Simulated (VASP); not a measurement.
# WC (Qusongite) (P-6m2) in VASP: a series of runs

Runs on WC (Qusongite). Level: PBEsol. Tasks: single point, relaxation of cell and atoms.

All numbers are computed with VASP 6.6.1; they aren't measurements. Logs are shortened: lines on timing, memory, paths and dates and some standing lists are left out, and cuts for length are marked.

### Step 1. The cell of the first run

The structure is hexagonal, space group P-6m2 (No. 187). Conventional cell: a = 2.899 Å, b = 2.899 Å, c = 2.827 Å, α = 90.00°, β = 90.00°, γ = 120.00°. Within 2.9 Å of W (site symmetry -6m2) lie 6 C at 2.19 Å and 8 W at 2.83 to 2.90 Å. C (site symmetry -6m2) has 6 W at 2.19 Å and 8 C at 2.83 to 2.90 Å within 2.9 Å.

### Step 2. Single point, PBEsol

INCAR

```
SYSTEM = WC
ALGO     = Normal         ! electronic algorithm
EDIFF    = 1E-6           ! SCF threshold, eV
ENCUT    = 520            ! plane-wave cutoff, eV
GGA      = PS             ! functional
ISIF     = 2              ! what is computed and relaxed
ISMEAR   = -1             ! smearing method
LASPH    = .True.         ! aspherical terms in the spheres
LCHARG   = .False.        ! write CHGCAR
LREAL    = .False.        ! projectors in reciprocal space
LWAVE    = .False.        ! write WAVECAR
NBANDS   = 16             ! bands
NELM     = 100            ! most SCF steps
PREC     = Accurate       ! precision mode
SIGMA    = 0.05           ! smearing width, eV
```

KPOINTS

```
k-points
0
Gamma
  13 13 12
  0 0 0
```

POSCAR

```
WC
1.0
    2.8993013413      0.0000000000      0.0000000000
   -1.4496506707      2.5108686148      0.0000000000
    0.0000000000      0.0000000000      2.8265771222
W C
1 1
Direct
    0.0000000000      0.0000000000      0.0000000000
    0.6666666667      0.3333333333      0.5000000000
```

Potentials or basis: VASP PAW PBE potentials, release 64 (W_sv, C).

Launch:

```sh
cat potpaw_PBE.64/W_sv/POTCAR potpaw_PBE.64/C/POTCAR > POTCAR
mpirun -np 1 vasp_std > vasp.out
```

OUTCAR:

```text
SYSTEM = WC
   EDIFF = 1E-6
   ENCUT = 520
   GGA = PS
   ISIF = 2
   ISMEAR = -1
   LASPH = .True.
   LREAL = .False.
   NELM = 100
   PREC = Accurate

 ion  position               nearest neighbor table
   1  0.000  0.000  0.000-   2 2.19   2 2.19   2 2.19   2 2.19   2 2.19   2 2.19
   2  0.667  0.333  0.500-   1 2.19   1 2.19   1 2.19   1 2.19   1 2.19   1 2.19

  LATTYP: Found a hexagonal cell.
 ALAT       =     2.8993013413
 C/A-ratio  =     0.9749166401

  Lattice vectors:

 A1 = (   2.8993013413,   0.0000000000,   0.0000000000)
 A2 = (  -1.4496506707,   2.5108686148,   0.0000000000)
 A3 = (   0.0000000000,   0.0000000000,   2.8265771222)

Analysis of symmetry for initial positions (statically):
=====================================================================
 Subroutine PRICEL returns:
 Original cell was already a primitive cell.

 Routine SETGRP: Setting up the symmetry group for a
 hexagonal supercell.

 Subroutine GETGRP returns: Found 12 space group operations
 (whereof 12 operations were pure point group operations)
 out of a pool of 24 trial point group operations.

The static configuration has the point symmetry D_3h.

Analysis of symmetry for dynamics (positions and initial velocities):
=====================================================================
 Subroutine PRICEL returns:
 Original cell was already a primitive cell.

 Routine SETGRP: Setting up the symmetry group for a
 hexagonal supercell.

 Subroutine GETGRP returns: Found 12 space group operations
 (whereof 12 operations were pure point group operations)
 out of a pool of 24 trial point group operations.

The dynamic configuration has the point symmetry D_3h.

 Subroutine INISYM returns: Found 12 space group operations
 (whereof 12 operations are pure point group operations),
 and found     1 'primitive' translations

----------------------------------------------------------------------------------------

                                     Primitive cell

  volume of cell :      20.5768

  direct lattice vectors                    reciprocal lattice vectors
     2.899301341  0.000000000  0.000000000     0.344910681  0.199134275  0.000000000
    -1.449650671  2.510868615  0.000000000     0.000000000  0.398268549  0.000000000
     0.000000000  0.000000000  2.826577122     0.000000000  0.000000000  0.353784792
[... 75 lines left out ...]
   PREC   = accura    normal or accurate (medium, high low for compatibility)
   ISTART =      0    job   : 0-new  1-cont  2-samecut
   ICHARG =      2    charge: 1-file 2-atom 10-const
   ISPIN  =      1    spin polarized calculation?
   LNONCOLLINEAR =      F non collinear calculations
   LSORBIT =      F    spin-orbit coupling
   LASPH  =      T    aspherical Exc in radial PAW
   ENCUT  =  520.0 eV  38.22 Ry    6.18 a.u.   5.39  5.39  5.26*2*pi/ulx,y,z
   NELM   =    100;   NELMIN=  2; NELMDL= -5     # of ELM steps
   EDIFF  = 0.1E-05   stopping-criterion for ELM
   LREAL  =      F    real-space projection
   EDIFFG = 0.1E-04   stopping-criterion for IOM
   NSW    =      0    number of steps for IOM
   IBRION =     -1    ionic relax: 0-MD 1-quasi-New 2-CG
   NFREE  =      0    steps in history (QN), initial steepest desc. (CG)
   ISIF   =      2    stress and relaxation
   ISYM   =      2    0-nonsym 1-usesym 2-fastsym
   POTIM  = 0.5000    time-step for ionic-motion
   TEBEG  =    0.0;   TEEND  =   0.0 temperature during run
   PSTRESS=    0.0 pullay stress
   NELECT =      18.0000    total number of electrons
   NUPDOWN=      -1.0000    fix difference up-down
   EMIN   =  10.00;   EMAX   =-10.00  energy-range for DOS
   EFERMI =   0.00;   METHOD = LEGACY
   ISMEAR =    -1;   SIGMA  =   0.05  broadening in eV -4-tet -1-fermi 0-gaus
   EFERMI_NEDOS =   21; number of points for ismear=-14 and -15
   IALGO  =     38    algorithm
   IMIX   =      4    mixing-type and parameters
     AMIX     =   0.40;   BMIX     =  1.00
     AMIX_MAG =   1.60;   BMIX_MAG =  1.00
  volume/ion in A,a.u.               =      10.29        69.43
  Fermi-wavevector in a.u.,A,eV,Ry     =   1.565692  2.958728 33.353196  2.451391
  Thomas-Fermi vector in A             =   2.668130
   LORBIT       =      0    0 simple, 1 ext, 2 COOP (PROOUT), +10 PAW based schemes
   GGA     = PS    functional components
   LHFCALC =     F    Hartree Fock is set to
   AEXX    =    0.0000 exact exchange contribution
   IVDW    =     0    specifies the selected vdW correction
   LEPSILON=     F    determine dielectric tensor
   LRPA    =     F    only Hartree local field effects (RPA)
 non-spin polarized calculation
  energy-cutoff  :      520.00
  volume of cell :       20.58
 maximum number of plane-waves:       575
 NGX is ok and might be reduce to    24
   NGX = 11   NGY = 11   NGZ = 11

 number of electron      18.0000001 magnetization

 Free energy of the ion-electron system (eV)
  ---------------------------------------------------
  ext. energy  EPLUGINS =         0.00000000
  ---------------------------------------------------
  free energy    TOTEN  =       -23.90145528 eV

  energy without entropy =      -23.89873063  energy(sigma->0) =      -23.90009295

 E-fermi :  11.0637     XC(G=0): -13.9744

 val. band max:       11.0544734014   @ k =   0.0769   0.0769   0.5000
 cond. band min:      11.1087323044   @ k =   0.4615   0.0000   0.4167
 fundamental gap:      0.0542589030
 Fermi energy:        11.0637239697

 k-point     1 :       0.0000    0.0000    0.0000
  band No.  band energies     occupation
      1     -62.8603      2.00000
      2     -26.8441      2.00000
      3     -26.7429      2.00000
      4     -26.7429      2.00000
      5      -3.4399      2.00000
      6       6.6771      2.00000
[... 433 lines left out ...]
      3     -26.8720      2.00000
      4     -26.7813      2.00000
      5      -2.6726      2.00000
      6       6.4924      2.00000
[... 8 lines left out ...]
     15      24.6842      0.00000
     16      28.9814      0.00000

 [... further k-points ...]
[... 5 lines left out ...]
  --------------------------------------------------------------------------------------
  -------------------------------------------------------------------------------------
  Total        0.1355866      0.1355866      0.1765857     -0.0000000      0.0000000      0.0000000
  in kB       10.5572096     10.5572096     13.7495355     -0.0000000      0.0000000      0.0000000
  external PRESSURE =      11.6213183 kB  Pullay stress =       0.0000000 kB

 VOLUME and BASIS-vectors are now :
 -----------------------------------------------------------------------------
  energy-cutoff  :      520.00
  volume of cell :       20.58
      direct lattice vectors                 reciprocal lattice vectors
     2.899301341  0.000000000  0.000000000     0.344910681  0.199134275  0.000000000
    -1.449650671  2.510868615  0.000000000     0.000000000  0.398268549  0.000000000
     0.000000000  0.000000000  2.826577122     0.000000000  0.000000000  0.353784792

 POSITION                                       TOTAL-FORCE (eV/Angst)
 -----------------------------------------------------------------------------------
      0.00000      0.00000      0.00000        -0.000000      0.000000      0.000000
      1.44965      0.83696      1.41329         0.000000     -0.000000      0.000000
 -----------------------------------------------------------------------------------
    total drift:                                0.000000     -0.000000      0.000000

  FREE ENERGIE OF THE ION-ELECTRON SYSTEM (eV)
  ---------------------------------------------------
  free  energy   TOTEN  =       -23.9014552799 eV

  energy  without entropy=      -23.8987306298  energy(sigma->0) =      -23.90009295
```

Wall time 100 s (1 thread of AMD EPYC 7R13, shared host); peak memory 0.15 GiB.

What came out:

- Free energy: -23.9015 eV
- Pressure: 1.2 GPa
- Band gap on the k mesh: zero (band 9 reaches 11.73 eV, above the bottom of band 10 at 10.45 eV)

Stress tensor (GPa, compression positive):
```
1.06 0.00 0.00
0.00 1.06 0.00
0.00 0.00 1.37
```

Caveat: the PAW data sets were made with another functional, which shifts forces and pressure a little; spin-orbit coupling is left out, which moves the levels of the heavy elements.

### Step 3. Relaxation of cell and atoms, PBEsol

This run uses another cell than the first one, of 10.38 Å³/atom, 1.009 times its volume.

INCAR

```
SYSTEM = WC
PREC = Accurate
ENCUT = 600
EDIFF = 1E-6
ISMEAR = -1
SIGMA = 0.05
LREAL = .FALSE.
LASPH = .TRUE.
NELM = 100
ALGO = Normal
ISIF = 3
LWAVE = .FALSE.
LCHARG = .FALSE.
GGA = PS
IBRION = 2
NSW = 80
EDIFFG = -0.01
```

KPOINTS

```
Automatic mesh
0
G
  13 13 12
  0 0 0
```

POSCAR

```
WC
1.0
    2.9065000000      0.0000000000      0.0000000000
   -1.4532500000      2.5171028361      0.0000000000
    0.0000000000      0.0000000000      2.8366000000
W C
1 1
Direct
    0.0000000000      0.0000000000      0.0000000000
    0.6666666667      0.3333333333      0.5000000000
```

Potentials or basis: VASP PAW PBE potentials, release 64 (W_sv, C).

Launch:

```sh
cat potpaw_PBE.64/W_sv/POTCAR potpaw_PBE.64/C/POTCAR > POTCAR
mpirun -np 1 vasp_std > vasp.out
```

OUTCAR:

```text
SYSTEM = WC
   PREC = Accurate
   ENCUT = 600
   EDIFF = 1E-6
   ISMEAR = -1
   LREAL = .FALSE.
   LASPH = .TRUE.
   NELM = 100
   ISIF = 3
   GGA = PS
   IBRION = 2
   NSW = 80
   EDIFFG = -0.01

 ion  position               nearest neighbor table
   1  0.000  0.000  0.000-   2 2.20   2 2.20   2 2.20   2 2.20   2 2.20   2 2.20
   2  0.667  0.333  0.500-   1 2.20   1 2.20   1 2.20   1 2.20   1 2.20   1 2.20

  LATTYP: Found a hexagonal cell.
 ALAT       =     2.9065000000
 C/A-ratio  =     0.9759504559

  Lattice vectors:

 A1 = (   2.9065000000,   0.0000000000,   0.0000000000)
 A2 = (  -1.4532500000,   2.5171028361,   0.0000000000)
 A3 = (   0.0000000000,   0.0000000000,   2.8366000000)

Analysis of symmetry for initial positions (statically):
[... 260 lines left out ...]
 fundamental gap:      0.0484193813
 Fermi energy:        11.0243677548

 k-point     1 :       0.0000    0.0000    0.0000
  band No.  band energies     occupation
      1     -62.9049      2.00000
      2     -26.8891      2.00000
      3     -26.7879      2.00000
      4     -26.7879      2.00000
      5      -3.4578      2.00000
      6       6.6536      2.00000
      7       7.6555      2.00000
      8       7.6555      2.00000
      9      11.1406      0.17836
     10      14.2720      0.00000
     11      14.2720      0.00000
     12      16.7065      0.00000
     13      16.7065      0.00000
[... 354 lines left out ...]
  band No.  band energies     occupation
      1     -62.8891      2.00000
      2     -26.9725      2.00000
      3     -26.9166      2.00000
      4     -26.8260      2.00000
      5      -2.6932      2.00000
      6       6.4691      2.00000
      7       7.2853      2.00000
      8       8.2651      2.00000
      9       9.6524      2.00000
     10      13.4555      0.00000
     11      14.9947      0.00000
     12      16.4121      0.00000
     13      16.8221      0.00000

 [... further k-points ...]
[... 5 lines left out ...]
  --------------------------------------------------------------------------------------
  -------------------------------------------------------------------------------------
  Total        0.0002698      0.0002698     -0.0050498      0.0000000      0.0000000      0.0000000
  in kB        0.0209498      0.0209498     -0.3921521      0.0000000      0.0000000      0.0000000
  external PRESSURE =      -0.1167509 kB  Pullay stress =       0.0000000 kB
[... 17 lines left out ...]
  FREE ENERGIE OF THE ION-ELECTRON SYSTEM (eV)
  ---------------------------------------------------
  free  energy   TOTEN  =       -23.9025245260 eV

  energy  without entropy=      -23.8997714268  energy(sigma->0) =      -23.90114798

 reached required accuracy - stopping structural energy minimisation
```

OSZICAR:

```text
N       E                     dE             d eps       ncg     rms          rms(c)
DAV:   1     0.120758990517E+03    0.12076E+03   -0.10717E+04  3822   0.171E+03
[... 23 lines left out ...]
DAV:   1    -0.239426598850E+02   -0.48005E-01   -0.98975E-01  3907   0.149E+01    0.301E+00
DAV:   2    -0.239084970271E+02    0.34163E-01   -0.88859E-02  3942   0.380E+00    0.610E-01
DAV:   3    -0.239034215900E+02    0.50754E-02   -0.94060E-03  4152   0.886E-01    0.193E-01
DAV:   4    -0.239025358028E+02    0.88579E-03   -0.24182E-03  4202   0.569E-01    0.232E-01
DAV:   5    -0.239025333865E+02    0.24163E-05   -0.17299E-04  4312   0.155E-01    0.207E-02
DAV:   6    -0.239025243335E+02    0.90530E-05   -0.29992E-05  4327   0.433E-02    0.207E-03
DAV:   7    -0.239025245260E+02   -0.19255E-06   -0.13479E-06  2629   0.120E-02
   3 F= -.23902525E+02 E0= -.23901148E+02  d E =-.948035E-03
```

Run time: 3.6 min. Hardware: 1 thread of AMD EPYC 7R13, shared host; peak memory 0.16 GiB.

What came out:

```yaml
Free_energy: -23.9025 eV
Relaxed_volume: 10.32 Å³/atom
Relaxed_cell: a = 2.902 Å, b = 2.902 Å, c = 2.830 Å, α = 90.00°, β = 90.00°, γ = 120.00°
Space_group_after_relaxing_to_0.05_Å: P-6m2 (No. 187)
Energy_gained_by_relaxing: 0.5 meV/atom
Ionic_steps: 3
Pressure_after_relaxing: 0.0 GPa
Band_gap_on_the_k_mesh: zero (band 9 reaches 11.69 eV, above the bottom of band 10 at 10.41 eV)
```

Step by step:
```csv
step,energy change (eV),largest force (eV/Å),pressure (GPa),volume (Å³)
1,0.0000,0.0000,-2.40,20.75
2,0.0069,0.0000,7.24,20.29
3,-0.0009,0.0000,-0.01,20.63
```

Final structure:
```
CELL_PARAMETERS angstrom
2.90162 0.00000 0.00000
-1.45081 2.51287 0.00000
0.00000 0.00000 2.82958
ATOMIC_POSITIONS crystal
W 0.00000 0.00000 0.00000
C 0.66667 0.33333 0.50000
```

Levels at points of the mesh, in eV from the Fermi level:
```csv
k point,band 6,band 7,band 8,band 9,band 10,band 11,band 12,band 13
"(0.00, 0.00, 0.00)",-4.37,-3.37,-3.37,0.12,3.25,3.25,5.68,5.68
"(0.00, 0.00, 0.50)",-8.72,-2.04,-2.04,-0.61,-0.61,3.72,4.53,4.53
```

Caveat: the PAW data sets were made with another functional, which shifts forces and pressure a little; spin-orbit coupling is left out, which moves the levels of the heavy elements.

### Step 4. Single point, PBEsol

INCAR

```
SYSTEM = WC
ALGO     = Normal         ! electronic algorithm
EDIFF    = 1E-6           ! SCF threshold, eV
ENCUT    = 910            ! plane-wave cutoff, eV
GGA      = PS             ! functional
GGA_COMPAT= .False.      
ISIF     = 2              ! what is computed and relaxed
ISMEAR   = -1             ! smearing method
LASPH    = .True.         ! aspherical terms in the spheres
LCHARG   = .False.        ! write CHGCAR
LREAL    = .False.        ! projectors in reciprocal space
LWAVE    = .False.        ! write WAVECAR
NBANDS   = 16             ! bands
NELM     = 120            ! most SCF steps
PREC     = Accurate       ! precision mode
SIGMA    = 0.05           ! smearing width, eV
```

KPOINTS

```
k-points
0
Gamma
  13 13 12
  0 0 0
```

POSCAR

```
WC
1.0
    2.8993013413      0.0000000000      0.0000000000
   -1.4496506707      2.5108686148      0.0000000000
    0.0000000000      0.0000000000      2.8265771222
W C
1 1
Direct
    0.0000000000      0.0000000000      0.0000000000
    0.6666666667      0.3333333333      0.5000000000
```

Potentials or basis: VASP PAW PBE potentials, release 64 (W_sv, C_h).

Launch:

```sh
cat potpaw_PBE.64/W_sv/POTCAR potpaw_PBE.64/C_h/POTCAR > POTCAR
mpirun -np 1 vasp_std > vasp.out
```

It took 78 s on 1 thread of AMD EPYC 9R14 (Zen 4), shared host; peak memory 0.22 GiB.

It converged, with:

| Quantity | Value |
| --- | --- |
| Free energy | -23.9080 eV |
| Pressure | 1.0 GPa |
| Band gap on the k mesh | zero (band 9 reaches 12.06 eV, above the bottom of band 10 at 10.78 eV) |

Stress tensor (GPa, compression positive):
```
0.93 0.00 0.00
0.00 0.93 0.00
0.00 0.00 1.20
```

Levels at points of the mesh, in eV from the Fermi level:
```tsv
k point	band 6	band 7	band 8	band 9	band 10	band 11	band 12	band 13
(0.00, 0.00, 0.00)	-4.39	-3.38	-3.38	0.12	3.26	3.26	5.70	5.70
(0.00, 0.00, 0.50)	-8.74	-2.05	-2.05	-0.62	-0.62	3.74	4.54	4.54
```

Caveat: the cutoff is under 1.25 times the usual one of these potentials, so pressure, stress and relaxed cells hold a basis-set (Pulay) error; the PAW data sets were made with another functional, which shifts forces and pressure a little; spin-orbit coupling is left out, which moves the levels of the heavy elements.

### Step 5. The runs side by side

| task | potentials or basis | cell | cutoff (eV) | second run | gap on the mesh (eV) | pressure (GPa) |
| --- | --- | --- | --- | --- | --- | --- |
| single point | VASP PAW PBE potentials, release 64 (W_sv, C) | a = 2.899, b = 2.899, c = 2.827 Å, angles 90.0, 90.0, 120.0°, 2 atoms | 520 | - | none | 1.2 |
| relaxation of cell and atoms | VASP PAW PBE potentials, release 64 (W_sv, C) | relaxed from a = 2.906, b = 2.907, c = 2.837 Å, angles 90.0, 90.0, 120.0°, 2 atoms | 600 | - | none | 0.0 |
| single point | VASP PAW PBE potentials, release 64 (W_sv, C_h) | a = 2.899, b = 2.899, c = 2.827 Å, angles 90.0, 90.0, 120.0°, 2 atoms | 910 | hard_potentials | none | 1.0 |

Alike in all rows: level PBEsol; no spin polarisation; k mesh 13 × 13 × 12; smearing fermi-dirac 0.05 eV.

Caveats: the PAW data sets were made with another functional, which shifts forces and pressure a little; spin-orbit coupling is left out, which moves the levels of the heavy elements; the cutoff is under 1.25 times the usual one of these potentials, so pressure, stress and relaxed cells hold a basis-set (Pulay) error (some runs).

Absolute energies hang on the potentials; compare differences alone.
